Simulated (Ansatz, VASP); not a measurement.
## Al2Au: VASP beside Ansatz

```
CELL_PARAMETERS angstrom
0.00000 3.02993 3.02993
3.02993 0.00000 3.02993
3.02993 3.02993 0.00000
ATOMIC_POSITIONS crystal
Al 0.25000 0.25000 0.25000
Al 0.75000 0.75000 0.75000
Au 0.00000 0.00000 0.00000
```

Alike in both runs: functional PBE; k mesh 12 × 12 × 12; occupations gaussian, width 0.1 eV; no spin polarisation.

Ansatz relaxed the structure, and its values are those at the end. VASP's run is a single point on that final structure, the one shown.

```csv
,VASP,Ansatz
version,VASP 6.6.1,Ansatz 0.2.0
potentials or method,"VASP PAW PBE potentials, release 64 (Al, Au), cutoff 520 eV","scalar-relativistic, plane waves, PAW"
valence electrons in the cell,17,25
```

```tsv
	VASP	Ansatz	Ansatz less VASP
gap on the k mesh at the Fermi level (eV)	none	none	-
pressure (GPa)	-0.2	0.0	+0.21
```

A gap of «none» marks a metal or a gap that the smearing closes. VASP's potentials hold 17 valence electrons a cell and Ansatz's 25, so a difference there can come from the potentials and not from the codes.

Spin-orbit coupling is off throughout.
